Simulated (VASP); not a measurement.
# CuO in VASP: a series of runs, part 2 of 2

VASP 6.6.1.

### 4 Single point, PBE

This run uses another cell than the first one, of 8.48 Å³/atom, 1.030 times its volume.

INCAR reads:

```
SYSTEM = CuO
  ALGO = Normal
  EDIFF = 1E-6
  ENCUT = 520
  GGA = PE
  ISIF = 2
  ISMEAR = -1
  LASPH = .True.
  LCHARG = .True.
  LELF = .True.
  LREAL = .False.
  LVHAR = .True.
  LWAVE = .False.
  NBANDS = 16
  NELM = 80
  PREC = Accurate
  SIGMA = 0.05
```

KPOINTS reads:

```
k-points
0
Gamma
  9 9 9
  0 0 0
```

POSCAR reads:

```
CuO
1.0
    2.5525506100      0.0000000000      0.0000000000
    0.0000000000      2.5525506100      0.0000000000
    0.0000000000      0.0000000000      2.6036016222
Cu O
1 1
Direct
    0.0000000000      0.0000000000      0.0000000000
    0.5000000000      0.5000000000      0.5000000000
```

Potentials or basis: VASP PAW PBE potentials, release 64 (Cu, O).

Command:

```console
$ cat potpaw_PBE.64/Cu/POTCAR potpaw_PBE.64/O/POTCAR > POTCAR
$ mpirun -np 1 vasp_std > vasp.out
```

OUTCAR:

```text
SYSTEM = CuO
   EDIFF = 1E-6
   ENCUT = 520
   GGA = PE
   ISIF = 2
   ISMEAR = -1
   LASPH = .True.
   LREAL = .False.
   NELM = 80
   PREC = Accurate

 ion  position               nearest neighbor table
   1  0.000  0.000  0.000-   2 2.23   2 2.23   2 2.23   2 2.23   2 2.23   2 2.23   2 2.23   2 2.23

   2  0.500  0.500  0.500-   1 2.23   1 2.23   1 2.23   1 2.23   1 2.23   1 2.23   1 2.23   1 2.23

  LATTYP: Found a simple tetragonal cell.
 ALAT       =     2.5525506100
 C/A-ratio  =     1.0200000000

  Lattice vectors:

 A1 = (   2.5525506100,   0.0000000000,   0.0000000000)
 A2 = (   0.0000000000,   2.5525506100,   0.0000000000)
 A3 = (   0.0000000000,   0.0000000000,   2.6036016222)

Analysis of symmetry for initial positions (statically):
=====================================================================
 Subroutine PRICEL returns:
 Original cell was already a primitive cell.

 Routine SETGRP: Setting up the symmetry group for a
 simple tetragonal supercell.

 Subroutine GETGRP returns: Found 16 space group operations
 (whereof 16 operations were pure point group operations)
 out of a pool of 16 trial point group operations.

The static configuration has the point symmetry D_4h.

Analysis of symmetry for dynamics (positions and initial velocities):
=====================================================================
 Subroutine PRICEL returns:
 Original cell was already a primitive cell.

 Routine SETGRP: Setting up the symmetry group for a
 simple tetragonal supercell.

 Subroutine GETGRP returns: Found 16 space group operations
 (whereof 16 operations were pure point group operations)
 out of a pool of 16 trial point group operations.

The dynamic configuration has the point symmetry D_4h.

 Subroutine INISYM returns: Found 16 space group operations
 (whereof 16 operations are pure point group operations),
 and found     1 'primitive' translations

----------------------------------------------------------------------------------------

                                     Primitive cell

  volume of cell :      16.9638

  direct lattice vectors                    reciprocal lattice vectors
     2.552550610  0.000000000  0.000000000     0.391765004  0.000000000  0.000000000
     0.000000000  2.552550610  0.000000000     0.000000000  0.391765004  0.000000000
     0.000000000  0.000000000  2.603601622     0.000000000  0.000000000  0.384083337

  length of vectors
     2.552550610  2.552550610  2.603601622     0.391765004  0.391765004  0.384083337

  position of ions in fractional coordinates (direct lattice)
     0.000000000  0.000000000  0.000000000
     0.500000000  0.500000000  0.500000000

  ion indices of the primitive-cell ions
   primitive index   ion index
                 1           1
                 2           2

----------------------------------------------------------------------------------------

 KPOINTS: k-points

Automatic generation of k-mesh.
 Grid dimensions read from file:
 generate k-points for:    9    9    9

 Generating k-lattice:

  Cartesian coordinates                     Fractional coordinates (reciprocal lattice)
     0.043529445  0.000000000  0.000000000     0.111111111  0.000000000  0.000000000
     0.000000000  0.043529445  0.000000000     0.000000000  0.111111111  0.000000000
     0.000000000  0.000000000  0.042675926     0.000000000  0.000000000  0.111111111

  Length of vectors
     0.043529445  0.043529445  0.042675926

  Shift w.r.t. Gamma in fractional coordinates (k-lattice)
     0.000000000  0.000000000  0.000000000

 Subroutine IBZKPT returns following result:
 ===========================================

 Found     75 irreducible k-points:

 Following reciprocal coordinates:
            Coordinates               Weight
  0.000000  0.000000  0.000000      1.000000
  0.111111  0.000000  0.000000      4.000000
  0.222222  0.000000  0.000000      4.000000
  0.333333  0.000000  0.000000      4.000000
  0.444444  0.000000  0.000000      4.000000
  0.111111  0.111111  0.000000      4.000000
[... 16 lines left out ...]
  0.333333  0.111111  0.111111     16.000000
  0.444444  0.111111  0.111111     16.000000
 [... further k-points ...]
   k-points           NKPTS =     75   k-points in BZ     NKDIM =     75   number of bands    NBANDS=     16
   number of dos      NEDOS =    301   number of ions     NIONS =      2
   total plane-waves  NPLWV =   8000
   dimension x,y,z NGX =    20 NGY =   20 NGZ =   20
   dimension x,y,z NGXF=    40 NGYF=   40 NGZF=   40
   ions per type =               1   1
   NGX,Y,Z   is equivalent  to a cutoff of  13.03, 13.03, 12.77 a.u.
   NGXF,Y,Z  is equivalent  to a cutoff of  26.05, 26.05, 25.54 a.u.
 SYSTEM =  CuO
   PREC   = accura    normal or accurate (medium, high low for compatibility)
   ISTART =      0    job   : 0-new  1-cont  2-samecut
   ICHARG =      2    charge: 1-file 2-atom 10-const
   ISPIN  =      1    spin polarized calculation?
   LNONCOLLINEAR =      F non collinear calculations
   LSORBIT =      F    spin-orbit coupling
   LASPH  =      T    aspherical Exc in radial PAW
   ENCUT  =  520.0 eV  38.22 Ry    6.18 a.u.   4.75  4.75  4.84*2*pi/ulx,y,z
   NELM   =     80;   NELMIN=  2; NELMDL= -5     # of ELM steps
   EDIFF  = 0.1E-05   stopping-criterion for ELM
   LREAL  =      F    real-space projection
   EDIFFG = 0.1E-04   stopping-criterion for IOM
   NSW    =      0    number of steps for IOM
   IBRION =     -1    ionic relax: 0-MD 1-quasi-New 2-CG
   NFREE  =      0    steps in history (QN), initial steepest desc. (CG)
   ISIF   =      2    stress and relaxation
   ISYM   =      2    0-nonsym 1-usesym 2-fastsym
   POTIM  = 0.5000    time-step for ionic-motion
   TEBEG  =    0.0;   TEEND  =   0.0 temperature during run
   PSTRESS=    0.0 pullay stress
   NELECT =      17.0000    total number of electrons
   NUPDOWN=      -1.0000    fix difference up-down
   EMIN   =  10.00;   EMAX   =-10.00  energy-range for DOS
   EFERMI =   0.00;   METHOD = LEGACY
   ISMEAR =    -1;   SIGMA  =   0.05  broadening in eV -4-tet -1-fermi 0-gaus
   EFERMI_NEDOS =   21; number of points for ismear=-14 and -15
   IALGO  =     38    algorithm
   IMIX   =      4    mixing-type and parameters
     AMIX     =   0.40;   BMIX     =  1.00
     AMIX_MAG =   1.60;   BMIX_MAG =  1.00
  volume/ion in A,a.u.               =       8.48        57.24
  Fermi-wavevector in a.u.,A,eV,Ry     =   1.638262  3.095866 36.516713  2.683903
  Thomas-Fermi vector in A             =   2.729264
   LORBIT       =      0    0 simple, 1 ext, 2 COOP (PROOUT), +10 PAW based schemes
   GGA     = PE    functional components
   LHFCALC =     F    Hartree Fock is set to
   AEXX    =    0.0000 exact exchange contribution
   IVDW    =     0    specifies the selected vdW correction
   LEPSILON=     F    determine dielectric tensor
   LRPA    =     F    only Hartree local field effects (RPA)
 non-spin polarized calculation
  energy-cutoff  :      520.00
  volume of cell :       16.96
 maximum number of plane-waves:       466
 NGX is ok and might be reduce to    20
   NGX =  9   NGY =  9   NGZ =  9

 number of electron      16.9999982 magnetization

 Free energy of the ion-electron system (eV)
  ---------------------------------------------------
  ext. energy  EPLUGINS =         0.00000000
  ---------------------------------------------------
  free energy    TOTEN  =        -8.55050091 eV

  energy without entropy =       -8.52441673  energy(sigma->0) =       -8.53745882

 E-fermi :   7.4032     XC(G=0): -13.2279

 val. band max:        7.3953016406   @ k =   0.3333   0.2222   0.3333
 cond. band min:       7.4053005673   @ k =   0.4444   0.4444   0.2222
 fundamental gap:      0.0099989267
 Fermi energy:         7.4031516958

 k-point     1 :       0.0000    0.0000    0.0000
  band No.  band energies     occupation
      1     -12.5399      2.00000
      2       3.8035      2.00000
      3       3.8458      2.00000
      4       5.1749      2.00000
      5       5.4551      2.00000
      6       5.4551      2.00000
[... 8 lines left out ...]
     15      28.3157      0.00000
     16      40.8020      0.00000
[... 419 lines left out ...]
 k-point    24 :       0.4444    0.1111    0.1111
  band No.  band energies     occupation
      1     -10.9667      2.00000
      2      -0.3835      2.00000
      3       3.3267      2.00000
      4       3.9560      2.00000
      5       4.3154      2.00000
      6       5.5996      2.00000
[... 8 lines left out ...]
     15      33.4116      0.00000
     16      34.0409      0.00000

 [... further k-points ...]

------------------------ aborting loop because EDIFF is reached ----------------------------------------

  FORCE on cell =-STRESS in cart. coord.  units (eV):
  Direction    XX          YY          ZZ          XY          YZ          ZX
  --------------------------------------------------------------------------------------
  -------------------------------------------------------------------------------------
  Total        1.9188956      1.9188956      1.2782889      0.0000000      0.0000000     -0.0000000
  in kB      181.2335793    181.2335793    120.7303163      0.0000000      0.0000000     -0.0000000
  external PRESSURE =     161.0658250 kB  Pullay stress =       0.0000000 kB

 VOLUME and BASIS-vectors are now :
 -----------------------------------------------------------------------------
  energy-cutoff  :      520.00
  volume of cell :       16.96
      direct lattice vectors                 reciprocal lattice vectors
     2.552550610  0.000000000  0.000000000     0.391765004  0.000000000  0.000000000
     0.000000000  2.552550610  0.000000000     0.000000000  0.391765004  0.000000000
     0.000000000  0.000000000  2.603601622     0.000000000  0.000000000  0.384083337

 POSITION                                       TOTAL-FORCE (eV/Angst)
 -----------------------------------------------------------------------------------
      0.00000      0.00000      0.00000         0.000000      0.000000      0.000000
      1.27628      1.27628      1.30180         0.000000      0.000000      0.000000
 -----------------------------------------------------------------------------------
    total drift:                                0.000000      0.000000      0.000000

  FREE ENERGIE OF THE ION-ELECTRON SYSTEM (eV)
  ---------------------------------------------------
  free  energy   TOTEN  =        -8.5505009074 eV

  energy  without entropy=       -8.5244167338  energy(sigma->0) =       -8.53745882
```

OSZICAR:

```text
N       E                     dE             d eps       ncg     rms          rms(c)
DAV:   1     0.779411563952E+02    0.77941E+02   -0.82958E+03  2736   0.170E+03
DAV:   2    -0.805414720798E+01   -0.85995E+02   -0.77013E+02  2672   0.278E+02
DAV:   3    -0.115411737079E+02   -0.34870E+01   -0.33299E+01  2848   0.569E+01
DAV:   4    -0.115709436766E+02   -0.29770E-01   -0.29762E-01  2832   0.498E+00
DAV:   5    -0.115713128619E+02   -0.36919E-03   -0.36918E-03  3064   0.569E-01    0.119E+01
DAV:   6    -0.112474333890E+02    0.32388E+00   -0.16949E+01  3208   0.117E+02    0.117E+01
DAV:   7    -0.857517550533E+01    0.26723E+01   -0.38606E+00  3032   0.904E+01    0.153E+00
DAV:   8    -0.856868061955E+01    0.64949E-02   -0.26811E-01  3080   0.564E+00    0.896E-01
DAV:   9    -0.855076267221E+01    0.17918E-01   -0.90347E-03  3960   0.308E+00    0.195E-01
DAV:  10    -0.855048607814E+01    0.27659E-03   -0.15874E-03  3632   0.799E-01    0.667E-02
DAV:  11    -0.855049514778E+01   -0.90696E-05   -0.22277E-04  3744   0.284E-01    0.200E-02
DAV:  12    -0.855050395576E+01   -0.88080E-05   -0.28819E-05  3512   0.194E-01    0.156E-02
DAV:  13    -0.855050084713E+01    0.31086E-05   -0.53744E-06  3072   0.108E-01    0.225E-03
DAV:  14    -0.855050090738E+01   -0.60254E-07   -0.58827E-07  1456   0.874E-03
   1 F= -.85505009E+01 E0= -.85374588E+01  d E =-.260842E-01
```

stdout:

```text
POSCAR found type information on POSCAR CuO
 POSCAR found :  2 types and       2 ions
 scaLAPACK will be used
 LDA part: xc-table for (Slater+PW92), standard interpolation
 POSCAR, INCAR and KPOINTS ok, starting setup
 FFT: planning ... GRIDC
 FFT: planning ... GRID_SOFT
 FFT: planning ... GRID
 WAVECAR not read
 entering main loop
```

Wall time 8.2 s (1 thread of Intel Xeon 6975P-C (Granite Rapids), shared host); peak memory 0.13 GiB.

Results:

```
Free energy : -8.5505 eV
Pressure    : 16.1 GPa
```

Stress tensor (GPa, compression positive):
```
18.12  0.00  0.00
 0.00 18.12  0.00
 0.00  0.00 12.07
```

Caveat: an odd number of electrons without spin polarisation forces a metal; a magnetic or distorted state may lie lower; semilocal functionals often make such compounds metallic where correlation or magnetic order opens a gap, which also shifts bond lengths. With open d or f shells a metallic result of PBE can be an artefact of self-interaction; +U or a hybrid may open a gap.

### 5 Single point, PBE

This run uses another cell than the first one, of 8.32 Å³/atom, 1.010 times its volume.

INCAR reads:

```
PREC = Accurate
ENCUT = 520
EDIFF = 1E-7
ISMEAR = -1
SIGMA = 0.04
LREAL = False
LASPH = True
NELM = 100
ALGO = Normal
ISIF = 2
LWAVE = False
LCHARG = True
GGA = PE
LELF = True
LVHAR = True
NBANDS = 16
```

KPOINTS reads:

```
regular mesh
0
Gamma
  6 6 6
```

POSCAR: that of step 4 with these lines changed.

```diff
@@ -4,3 +4,3 @@
     0.0000000000      2.5525506100      0.0000000000
-    0.0000000000      0.0000000000      2.6036016222
+    0.0000000000      0.0000000000      2.5525506100
 Cu O
```

Command:

```console
$ cat potpaw_PBE.64/Cu/POTCAR potpaw_PBE.64/O/POTCAR > POTCAR
$ mpirun -np 1 vasp_std > vasp.out
```

Wall time 7.5 s (1 thread of AMD EPYC 7R43 (Zen 3), shared host); peak memory 0.08 GiB.

Results (log left out):

```yaml
Free_energy: -8.5051 eV
Pressure: 21.3 GPa
```

Levels at points of the mesh, in eV from the Fermi level:
```tsv
k point	band 6	band 7	band 8	band 9	band 10	band 11	band 12	band 13
(0.00, 0.00, 0.00)	-2.15	-1.72	-1.72	-1.72	1.25	16.16	16.16	20.97
(0.50, 0.00, 0.00)	-1.65	-1.20	0.44	0.44	6.94	8.67	17.75	18.46
(0.50, 0.50, 0.00)	-2.25	-2.24	-1.22	-1.10	5.58	12.07	12.07	17.95
(0.50, 0.50, 0.50)	-1.19	0.36	0.36	0.36	7.09	7.09	7.09	14.37
```

Caveat: the k points lie up to 0.41 Å⁻¹ apart; an odd number of electrons without spin polarisation forces a metal; a magnetic or distorted state may lie lower; semilocal functionals often make such compounds metallic where correlation or magnetic order opens a gap, which also shifts bond lengths. With open d or f shells a metallic result of PBE can be an artefact of self-interaction; +U or a hybrid may open a gap.

### 6 The runs side by side

```tsv
cell	k mesh	smearing	gap on the mesh (eV)	pressure (GPa)
a = 2.553, b = 2.553, c = 2.527 Å, 2 atoms	9 × 9 × 9	fermi-dirac 0.05 eV	none	23.9
a = 2.553, b = 2.553, c = 2.578 Å, 2 atoms	9 × 9 × 9	fermi-dirac 0.05 eV	none	18.5
a = 2.553, b = 2.553, c = 2.604 Å, 2 atoms	9 × 9 × 9	fermi-dirac 0.05 eV	none	16.1
a = 2.553 Å, 2 atoms	6 × 6 × 6	fermi-dirac 0.04 eV	none	21.3
```

Alike in all rows: task single point; level PBE; potentials or basis VASP PAW PBE potentials, release 64 (Cu, O); no spin polarisation; cutoff (eV) 520.

Caveats: some runs use coarse meshes; an odd number of electrons without spin polarisation forces a metal; a magnetic or distorted state may lie lower; semilocal functionals often make such compounds metallic where correlation or magnetic order opens a gap, which also shifts bond lengths.

Total energies depend on the potentials used, so only differences within one code and one set of settings carry meaning.
